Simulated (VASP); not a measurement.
A run of VASP 6.6.1 is set up as follows.

INCAR

```
ALGO = Normal ; EDIFF = 1E-6
ENCUT = 600 ; GGA = PE
GGA_COMPAT = F ; ISIF = 2
ISMEAR = 0 ; LASPH = T
LCHARG = F ; LREAL = F
LWAVE = F ; NBANDS = 15
NELM = 120 ; PREC = Accurate
SIGMA = 0.01
```

The input KPOINTS:

```
k-points
0
Gamma
  4 4 4
```

Contents of POSCAR:

```
CaO
1.0
    0.0000000000      2.2734479300      2.2734479300
    2.2734479300      0.0000000000      2.2734479300
    2.2734479300      2.2734479300      0.0000000000
Ca O
1 1
Direct
    0.0000000000      0.0000000000      0.0000000000
    0.5000000000      0.5000000000      0.5000000000
```

Potentials or basis: VASP PAW PBE potentials, release 64 (Ca_sv, O).

Run with:

```bash
$ cat potpaw_PBE.64/Ca_sv/POTCAR potpaw_PBE.64/O/POTCAR > POTCAR
$ mpirun -np 1 vasp_std > vasp.out
```

Problem. What does it give for the band gap on the k mesh?

Solution. 3.50 eV, indirect (least direct gap 3.81 eV).

Problem. Estimate the pressure.

Solution. 29.6 GPa.

Caveat: the k points lie up to 0.60 Å⁻¹ apart. Expect the measured gap to be larger: semilocal functionals such as PBE lack the derivative discontinuity.
